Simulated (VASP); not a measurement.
# SnO2 (P4_2/mnm) in VASP: further runs, part 2 of 3

VASP 6.6.1. The steps go on from the part before.

## 3. Single point, PBE (strain -0.040 along x and y, -0.040 along z)

INCAR

```
ALGO = Normal
EDIFF = 1E-6
ENCUT = 520
GGA = PE
ISIF = 2
ISMEAR = 0
LASPH = T
LCHARG = F
LREAL = F
LWAVE = F
NBANDS = 35
NELM = 80
PREC = Accurate
SIGMA = 0.05
```

KPOINTS

```
k-points
0
Gamma
  6 6 8
```

POSCAR

```
SnO2
1.0
    4.6345967963      0.0000000000      0.0000000000
    0.0000000000      4.6345967963      0.0000000000
    0.0000000000      0.0000000000      3.1084713030
Sn O
2 4
Direct
    0.0000000000      0.0000000000      0.0000000000
    0.5000000000      0.5000000000      0.5000000000
    0.3066050863      0.3066050863      0.0000000000
    0.1933949137      0.8066050863      0.5000000000
    0.6933949137      0.6933949137      0.0000000000
    0.8066050863      0.1933949137      0.5000000000
```

Potentials or basis: VASP PAW PBE potentials, release 64 (Sn_d, O).

Command:

```sh
$ cat potpaw_PBE.64/Sn_d/POTCAR potpaw_PBE.64/O/POTCAR > POTCAR
$ mpirun -np 1 vasp_std > vasp.out
```

OUTCAR:

```text
EDIFF = 1E-6
   ENCUT = 520
   GGA = PE
   ISIF = 2
   ISMEAR = 0
   LASPH = T
   LREAL = F
   NELM = 80
   PREC = Accurate

 ion  position               nearest neighbor table
   1  0.000  0.000  0.000-   4 2.01   6 2.01   4 2.01   6 2.01   5 2.01   3 2.01   2 3.63   2 3.63
                             2 3.63   2 3.63   2 3.63   2 3.63   2 3.63   2 3.63
   2  0.500  0.500  0.500-   3 2.01   5 2.01   3 2.01   5 2.01   4 2.01   6 2.01   1 3.63   1 3.63
                             1 3.63   1 3.63   1 3.63   1 3.63   1 3.63   1 3.63
   3  0.307  0.307  0.000-   2 2.01   2 2.01   1 2.01
   4  0.193  0.807  0.500-   1 2.01   1 2.01   2 2.01
   5  0.693  0.693  0.000-   2 2.01   2 2.01   1 2.01
   6  0.807  0.193  0.500-   1 2.01   1 2.01   2 2.01

  LATTYP: Found a simple tetragonal cell.
 ALAT       =     4.6345967963
 C/A-ratio  =     0.6707101911

  Lattice vectors:

 A1 = (   4.6345967963,   0.0000000000,   0.0000000000)
 A2 = (   0.0000000000,   4.6345967963,   0.0000000000)
 A3 = (   0.0000000000,   0.0000000000,   3.1084713030)

Analysis of symmetry for initial positions (statically):
=====================================================================
 Subroutine PRICEL returns:
 Original cell was already a primitive cell.

 Routine SETGRP: Setting up the symmetry group for a
 simple tetragonal supercell.

 Subroutine GETGRP returns: Found 16 space group operations
 (whereof  8 operations were pure point group operations)
 out of a pool of 16 trial point group operations.

The static configuration has the point symmetry D_2h.
 The point group associated with its full space group is D_4h.

Analysis of symmetry for dynamics (positions and initial velocities):
=====================================================================
 Subroutine PRICEL returns:
[... 132 lines left out ...]
   EFERMI =   0.00;   METHOD = LEGACY
   ISMEAR =     0;   SIGMA  =   0.05  broadening in eV -4-tet -1-fermi 0-gaus
   EFERMI_NEDOS =   21; number of points for ismear=-14 and -15
   IALGO  =     38    algorithm
   IMIX   =      4    mixing-type and parameters
     AMIX     =   0.40;   BMIX     =  1.00
     AMIX_MAG =   1.60;   BMIX_MAG =  1.00
  volume/ion in A,a.u.               =      11.13        75.10
  Fermi-wavevector in a.u.,A,eV,Ry     =   1.506211  2.846325 30.867132  2.268670
  Thomas-Fermi vector in A             =   2.616958
   LORBIT       =      0    0 simple, 1 ext, 2 COOP (PROOUT), +10 PAW based schemes
   GGA     = PE    functional components
   LHFCALC =     F    Hartree Fock is set to
   AEXX    =    0.0000 exact exchange contribution
   IVDW    =     0    specifies the selected vdW correction
   LEPSILON=     F    determine dielectric tensor
   LRPA    =     F    only Hartree local field effects (RPA)
 non-spin polarized calculation
 Gauss-broadening in eV      SIGMA  =   0.05
  energy-cutoff  :      520.00
  volume of cell :       66.77
 maximum number of plane-waves:      1835
 NGX is ok and might be reduce to    36
   NGX = 17   NGY = 17   NGZ = 11

 number of electron      52.0000002 magnetization

 Free energy of the ion-electron system (eV)
  ---------------------------------------------------
  ext. energy  EPLUGINS =         0.00000000
  ---------------------------------------------------
  free energy    TOTEN  =       -36.53660542 eV

  energy without entropy =      -36.53660542  energy(sigma->0) =      -36.53660542

 E-fermi :   7.2838     XC(G=0): -11.6277

 val. band max:        6.9768346558   @ k =   0.0000   0.0000   0.0000
 cond. band min:       9.0884590641   @ k =   0.0000   0.0000   0.0000
 fundamental gap:      2.1116244082
 Fermi energy:         7.2837560799

 k-point     1 :       0.0000    0.0000    0.0000
  band No.  band energies     occupation
      1     -14.2809      2.00000
      2     -13.3996      2.00000
      3     -12.9108      2.00000
      4     -12.8908      2.00000
      5     -12.8908      2.00000
      6     -12.8299      2.00000
[... 901 lines left out ...]
     34      19.9003      0.00000
     35      20.3079      0.00000

 [... further k-points ...]
[... 5 lines left out ...]
  --------------------------------------------------------------------------------------
  -------------------------------------------------------------------------------------
  Total       11.5067372     11.5067372     15.4135144      0.0000000      0.0000000      0.0000000
  in kB      276.1162709    276.1162709    369.8635031      0.0000000      0.0000000      0.0000000
  external PRESSURE =     307.3653483 kB  Pullay stress =       0.0000000 kB

 VOLUME and BASIS-vectors are now :
 -----------------------------------------------------------------------------
  energy-cutoff  :      520.00
  volume of cell :       66.77
      direct lattice vectors                 reciprocal lattice vectors
     4.634596796  0.000000000  0.000000000     0.215768500  0.000000000  0.000000000
     0.000000000  4.634596796  0.000000000     0.000000000  0.215768500  0.000000000
     0.000000000  0.000000000  3.108471303     0.000000000  0.000000000  0.321701538

 POSITION                                       TOTAL-FORCE (eV/Angst)
 -----------------------------------------------------------------------------------
      0.00000      0.00000      0.00000         0.000000      0.000000      0.000000
      2.31730      2.31730      1.55424         0.000000      0.000000      0.000000
      1.42099      1.42099      0.00000        -0.381431     -0.381431      0.000000
      0.89631      3.73829      1.55424         0.381431     -0.381431      0.000000
      3.21361      3.21361      0.00000         0.381431      0.381431     -0.000000
      3.73829      0.89631      1.55424        -0.381431      0.381431     -0.000000
 -----------------------------------------------------------------------------------
    total drift:                                0.000000      0.000000      0.000000

  FREE ENERGIE OF THE ION-ELECTRON SYSTEM (eV)
  ---------------------------------------------------
  free  energy   TOTEN  =       -36.5366054227 eV

  energy  without entropy=      -36.5366054227  energy(sigma->0) =      -36.53660542
```

OSZICAR:

```text
N       E                     dE             d eps       ncg     rms          rms(c)
DAV:   1     0.638880967297E+03    0.63888E+03   -0.25589E+04  3921   0.238E+03
DAV:   2     0.553892119241E+02   -0.58349E+03   -0.54863E+03  3804   0.612E+02
DAV:   3    -0.382799740845E+02   -0.93669E+02   -0.92270E+02  3789   0.208E+02
DAV:   4    -0.428831643815E+02   -0.46032E+01   -0.45727E+01  4386   0.493E+01
DAV:   5    -0.430016999405E+02   -0.11854E+00   -0.11837E+00  4414   0.826E+00    0.170E+01
DAV:   6    -0.364358135215E+02    0.65659E+01   -0.17583E+01  5547   0.638E+01    0.674E+00
DAV:   7    -0.365621813352E+02   -0.12637E+00   -0.21799E+00  4078   0.840E+00    0.337E+00
DAV:   8    -0.365420901644E+02    0.20091E-01   -0.15141E-01  5050   0.507E+00    0.795E-01
DAV:   9    -0.365358986408E+02    0.61915E-02   -0.33784E-02  5692   0.333E+00    0.142E-01
DAV:  10    -0.365364725375E+02   -0.57390E-03   -0.41992E-03  4023   0.429E-01    0.839E-02
DAV:  11    -0.365366079042E+02   -0.13537E-03   -0.30404E-04  4963   0.142E-01    0.158E-02
DAV:  12    -0.365366049732E+02    0.29310E-05   -0.23785E-05  5130   0.458E-02    0.490E-03
DAV:  13    -0.365366054227E+02   -0.44951E-06   -0.21714E-06  3473   0.399E-02
   1 F= -.36536605E+02 E0= -.36536605E+02  d E =-.423306E-20
```

stdout:

```text
POSCAR found type information on POSCAR SnO
 POSCAR found :  2 types and       6 ions
 scaLAPACK will be used
 LDA part: xc-table for (Slater+PW92), standard interpolation
 POSCAR, INCAR and KPOINTS ok, starting setup
 FFT: planning ... GRIDC
 FFT: planning ... GRID_SOFT
 FFT: planning ... GRID
 WAVECAR not read
 entering main loop
```

It took 33 s on 1 thread of Intel Xeon 6975P-C (Granite Rapids), shared host; peak memory 0.22 GiB.

What came out:

```yaml
Free_energy: -36.5366 eV
Pressure: 30.7 GPa
Largest_force: 0.539 eV/Å
Band_gap_on_the_k_mesh: 2.11 eV
```

Forces in eV/Å, atoms in the order of the input:
```
Sn   0.000  0.000  0.000
Sn   0.000  0.000  0.000
O   -0.381 -0.381  0.000
O    0.381 -0.381  0.000
O    0.381  0.381  0.000
O   -0.381  0.381  0.000
```

Levels at points of the mesh, in eV from the valence-band top:
| k point | band 24 | band 25 | band 26 | band 27 | band 28 | band 29 |
| --- | --- | --- | --- | --- | --- | --- |
| (0.00, 0.00, 0.00) | -0.85 | -0.85 | 0.00 | 2.11 | 6.76 | 6.76 |
| (0.50, 0.00, 0.00) | -1.14 | -0.68 | -0.68 | 5.23 | 5.23 | 7.53 |
| (0.50, 0.50, 0.00) | -1.25 | -0.98 | -0.98 | 5.67 | 5.67 | 8.07 |
| (0.00, 0.00, 0.50) | -1.84 | -1.36 | -1.36 | 7.09 | 7.09 | 10.27 |
| (0.50, 0.00, 0.50) | -1.23 | -0.62 | -0.62 | 7.39 | 7.39 | 8.65 |
| (0.50, 0.50, 0.50) | -1.04 | -0.93 | -0.93 | 5.64 | 5.64 | 9.24 |

Caveat: the cell differs from its parent crystal (strain -0.040 along x and y, -0.040 along z); the cell stands under pressure; spin-orbit coupling is left out, which moves the levels of the heavy elements.

## 4. Single point, PBE (strain -0.080 along x and y, +0.080 along z)

INCAR

```
ALGO     = Normal         # electronic algorithm
EDIFF    = 1E-7           # SCF threshold, eV
ENCUT    = 520            # plane-wave cutoff, eV
GGA      = PE             # functional
ISIF     = 2              # what is computed and relaxed
ISMEAR   = 0              # smearing method
LASPH    = T              # aspherical terms in the spheres
LCHARG   = F              # write CHGCAR
LREAL    = F              # projectors in reciprocal space
LWAVE    = F              # write WAVECAR
NBANDS   = 35             # bands
NELM     = 60             # most SCF steps
PREC     = Accurate       # precision mode
SIGMA    = 0.05           # smearing width, eV
```

KPOINTS is that of step 3.

POSCAR, as its differences from that of step 3:

```diff
@@ -2,5 +2,5 @@
 1.0
-    4.6345967963      0.0000000000      0.0000000000
-    0.0000000000      4.6345967963      0.0000000000
-    0.0000000000      0.0000000000      3.1084713030
+    4.4414885964      0.0000000000      0.0000000000
+    0.0000000000      4.4414885964      0.0000000000
+    0.0000000000      0.0000000000      3.4970302158
 Sn O
```

Potentials or basis: VASP PAW PBE potentials, release 64 (Sn_d, O).

Command:

```sh
$ cat potpaw_PBE.64/Sn_d/POTCAR potpaw_PBE.64/O/POTCAR > POTCAR
$ mpirun -np 1 vasp_std > vasp.out
```

OUTCAR:

```text
EDIFF = 1E-7
   ENCUT = 520
   GGA = PE
   ISIF = 2
   ISMEAR = 0
   LASPH = T
   LREAL = F
   NELM = 60
   PREC = Accurate

 ion  position               nearest neighbor table
   1  0.000  0.000  0.000-   3 1.93   5 1.93   4 2.13   6 2.13   4 2.13   6 2.13   2 3.59   2 3.59
                             2 3.59   2 3.59   2 3.59   2 3.59   2 3.59   2 3.59
   2  0.500  0.500  0.500-   4 1.93   6 1.93   5 2.13   3 2.13   3 2.13   5 2.13   1 3.59   1 3.59
                             1 3.59   1 3.59   1 3.59   1 3.59   1 3.59   1 3.59
   3  0.307  0.307  0.000-   1 1.93   2 2.13   2 2.13
[... 1125 lines left out ...]
  -------------------------------------------------------------------------------------
  Total       11.8547640     11.8547640     -0.7990665      0.0000000      0.0000000      0.0000000
  in kB      275.3258630    275.3258630    -18.5582500      0.0000000      0.0000000      0.0000000
  external PRESSURE =     177.3644920 kB  Pullay stress =       0.0000000 kB

 VOLUME and BASIS-vectors are now :
 -----------------------------------------------------------------------------
  energy-cutoff  :      520.00
  volume of cell :       68.99
      direct lattice vectors                 reciprocal lattice vectors
     4.441488596  0.000000000  0.000000000     0.225149739  0.000000000  0.000000000
     0.000000000  4.441488596  0.000000000     0.000000000  0.225149739  0.000000000
     0.000000000  0.000000000  3.497030216     0.000000000  0.000000000  0.285956923

 POSITION                                       TOTAL-FORCE (eV/Angst)
 -----------------------------------------------------------------------------------
      0.00000      0.00000      0.00000        -0.000000      0.000000     -0.000000
      2.22074      2.22074      1.74852        -0.000000      0.000000     -0.000000
      1.36178      1.36178      0.00000         0.594433      0.594433      0.000000
      0.85896      3.58253      1.74852        -0.594433      0.594433     -0.000000
      3.07971      3.07971      0.00000        -0.594433     -0.594433     -0.000000
      3.58253      0.85896      1.74852         0.594433     -0.594433     -0.000000
 -----------------------------------------------------------------------------------
    total drift:                                0.000000      0.000000      0.000000

  FREE ENERGIE OF THE ION-ELECTRON SYSTEM (eV)
  ---------------------------------------------------
  free  energy   TOTEN  =       -36.3204836612 eV

  energy  without entropy=      -36.3204836612  energy(sigma->0) =      -36.32048366
```

OSZICAR:

```text
N       E                     dE             d eps       ncg     rms          rms(c)
DAV:   1     0.649326974041E+03    0.64933E+03   -0.25614E+04  3856   0.236E+03
DAV:   2     0.584438729432E+02   -0.59088E+03   -0.55804E+03  3724   0.613E+02
DAV:   3    -0.378983714830E+02   -0.96342E+02   -0.94665E+02  3825   0.208E+02
DAV:   4    -0.427430233276E+02   -0.48447E+01   -0.48134E+01  4358   0.504E+01
DAV:   5    -0.428647721506E+02   -0.12175E+00   -0.12157E+00  4286   0.840E+00    0.165E+01
DAV:   6    -0.362438510902E+02    0.66209E+01   -0.18044E+01  5504   0.647E+01    0.632E+00
DAV:   7    -0.363592477492E+02   -0.11540E+00   -0.21531E+00  3943   0.839E+00    0.330E+00
DAV:   8    -0.363291119107E+02    0.30136E-01   -0.19365E-01  4987   0.479E+00    0.754E-01
DAV:   9    -0.363196943980E+02    0.94175E-02   -0.40763E-02  5671   0.335E+00    0.135E-01
DAV:  10    -0.363203559136E+02   -0.66152E-03   -0.46688E-03  3896   0.497E-01    0.611E-02
DAV:  11    -0.363204853110E+02   -0.12940E-03   -0.22680E-04  5003   0.120E-01    0.162E-02
DAV:  12    -0.363204855849E+02   -0.27389E-06   -0.16445E-05  4894   0.416E-02    0.892E-03
DAV:  13    -0.363204840066E+02    0.15783E-05   -0.42529E-06  4809   0.387E-02    0.148E-03
DAV:  14    -0.363204837276E+02    0.27905E-06   -0.93836E-07  4128   0.635E-03    0.127E-03
DAV:  15    -0.363204836061E+02    0.12149E-06   -0.45478E-08  2282   0.400E-03    0.317E-04
DAV:  16    -0.363204836612E+02   -0.55116E-07   -0.22341E-08  2107   0.167E-03
   1 F= -.36320484E+02 E0= -.36320484E+02  d E =-.235273E-19
```

Run time: 45 s. Hardware: 1 thread of Intel Xeon 6975P-C (Granite Rapids), shared host; peak memory 0.23 GiB.

What came out:

| Quantity | Value |
| --- | --- |
| Free energy | -36.3205 eV |
| Pressure | 17.7 GPa |
| Largest force | 0.841 eV/Å |
| Band gap on the k mesh | 1.44 eV |

Forces in eV/Å, atoms in the order of the input:
```
Sn   0.000  0.000  0.000
Sn   0.000  0.000  0.000
O    0.594  0.594  0.000
O   -0.594  0.594  0.000
O   -0.594 -0.594  0.000
O    0.594 -0.594  0.000
```

Levels at points of the mesh, in eV from the valence-band top:
| k point | band 23 | band 24 | band 25 | band 26 | band 27 | band 28 | band 29 | band 30 |
| --- | --- | --- | --- | --- | --- | --- | --- | --- |
| (0.00, 0.00, 0.00) | -1.34 | -0.56 | -0.56 | 0.00 | 1.44 | 5.29 | 5.60 | 5.60 |
| (0.50, 0.00, 0.00) | -1.25 | -1.25 | -0.48 | -0.48 | 4.82 | 4.82 | 6.50 | 6.50 |
| (0.50, 0.50, 0.00) | -1.51 | -1.51 | -0.47 | -0.47 | 4.89 | 4.89 | 7.37 | 7.37 |
| (0.00, 0.00, 0.50) | -1.69 | -1.69 | -1.10 | -1.10 | 6.32 | 6.32 | 9.27 | 9.27 |
| (0.50, 0.00, 0.50) | -0.88 | -0.88 | -0.20 | -0.20 | 6.92 | 6.92 | 8.84 | 8.84 |
| (0.50, 0.50, 0.50) | -0.70 | -0.70 | -0.46 | -0.46 | 5.35 | 5.35 | 9.22 | 9.22 |

Caveat: the cell differs from its parent crystal (strain -0.080 along x and y, +0.080 along z); the cell stands under pressure; spin-orbit coupling is left out, which moves the levels of the heavy elements.

## 5. Single point, PBE

This run uses another cell than the first one, of 10.65 Å³/atom.

INCAR

```
SYSTEM = SnO2
PREC     = Accurate       ! precision mode
ENCUT    = 600            ! plane-wave cutoff, eV
EDIFF    = 1E-6           ! SCF threshold, eV
ISMEAR   = 1              ! smearing method
SIGMA    = 0.05           ! smearing width, eV
LREAL    = .False.        ! projectors in reciprocal space
LASPH    = .True.         ! aspherical terms in the spheres
NELM     = 120            ! most SCF steps
ALGO     = Normal         ! electronic algorithm
ISIF     = 2              ! what is computed and relaxed
LWAVE    = .False.        ! write WAVECAR
LCHARG   = .True.         ! write CHGCAR
GGA      = PE             ! functional
LELF     = .True.         ! ELF
LVHAR    = .True.       
NBANDS   = 35             ! bands
GGA_COMPAT= .False.
```

KPOINTS

```
Automatic mesh
0
Gamma
  8 8 10
  0 0 0
```

POSCAR, as its differences from that of step 4:

```diff
@@ -4,3 +4,3 @@
     0.0000000000      4.4414885964      0.0000000000
-    0.0000000000      0.0000000000      3.4970302158
+    0.0000000000      0.0000000000      3.2379909406
 Sn O
```

Potentials or basis: VASP PAW PBE potentials, release 64 (Sn_d, O).

Command:

```sh
$ cat potpaw_PBE.64/Sn_d/POTCAR potpaw_PBE.64/O/POTCAR > POTCAR
$ mpirun -np 1 vasp_std > vasp.out
```

OUTCAR:

```text
SYSTEM = SnO2
   PREC = Accurate
   ENCUT = 600
   EDIFF = 1E-6
   ISMEAR = 1
   LREAL = .False.
   LASPH = .True.
   NELM = 120
   ISIF = 2
   GGA = PE

 ion  position               nearest neighbor table
   1  0.000  0.000  0.000-   3 1.93   5 1.93   4 2.02   6 2.02   4 2.02   6 2.02   2 3.53   2 3.53
                             2 3.53   2 3.53   2 3.53   2 3.53   2 3.53   2 3.53
   2  0.500  0.500  0.500-   4 1.93   6 1.93   5 2.02   3 2.02   3 2.02   5 2.02   1 3.53   1 3.53
                             1 3.53   1 3.53   1 3.53   1 3.53   1 3.53   1 3.53
   3  0.307  0.307  0.000-   1 1.93   2 2.02   2 2.02
   4  0.193  0.807  0.500-   2 1.93   1 2.02   1 2.02
[... 1125 lines left out ...]
  Total       18.3115250     18.3115250     13.5433135     -0.0000000      0.0000000      0.0000000
  in kB      459.3062588    459.3062588    339.7056587     -0.0000000      0.0000000      0.0000000
  external PRESSURE =     419.4393921 kB  Pullay stress =       0.0000000 kB

 VOLUME and BASIS-vectors are now :
 -----------------------------------------------------------------------------
  energy-cutoff  :      600.00
  volume of cell :       63.88
      direct lattice vectors                 reciprocal lattice vectors
     4.441488596  0.000000000  0.000000000     0.225149739  0.000000000  0.000000000
     0.000000000  4.441488596  0.000000000     0.000000000  0.225149739  0.000000000
     0.000000000  0.000000000  3.237990941     0.000000000  0.000000000  0.308833477

 POSITION                                       TOTAL-FORCE (eV/Angst)
 -----------------------------------------------------------------------------------
      0.00000      0.00000      0.00000         0.000000      0.000000      0.000000
      2.22074      2.22074      1.61900         0.000000      0.000000      0.000000
      1.36178      1.36178      0.00000         0.189422      0.189422     -0.000000
      0.85896      3.58253      1.61900        -0.189422      0.189422      0.000000
      3.07971      3.07971      0.00000        -0.189422     -0.189422      0.000000
      3.58253      0.85896      1.61900         0.189422     -0.189422      0.000000
 -----------------------------------------------------------------------------------
    total drift:                                0.000000      0.000000      0.000000

  FREE ENERGIE OF THE ION-ELECTRON SYSTEM (eV)
  ---------------------------------------------------
  free  energy   TOTEN  =       -35.8689473972 eV

  energy  without entropy=      -35.8689525742  energy(sigma->0) =      -35.86894912
```

Wall time 72 s (1 thread of Intel Xeon 6975P-C (Granite Rapids), shared host); peak memory 0.32 GiB.

Results:

| Property | Result |
| --- | --- |
| Free energy | -35.8689 eV |
| Pressure | 41.9 GPa |
| Largest force | 0.268 eV/Å |
| Band gap on the k mesh | 2.47 eV |

Forces in eV/Å, atoms in the order of the input:
```
Sn   0.000  0.000  0.000
Sn   0.000  0.000  0.000
O    0.189  0.189  0.000
O   -0.189  0.189  0.000
O   -0.189 -0.189  0.000
O    0.189 -0.189  0.000
```

Stress tensor (GPa, compression positive):
```
45.93  0.00  0.00
 0.00 45.93  0.00
 0.00  0.00 33.97
```

Caveat: the cell stands under pressure; spin-orbit coupling is left out, which moves the levels of the heavy elements. Expect the measured gap to be larger: semilocal functionals such as PBE lack the derivative discontinuity.

[end of part 2 of 3]
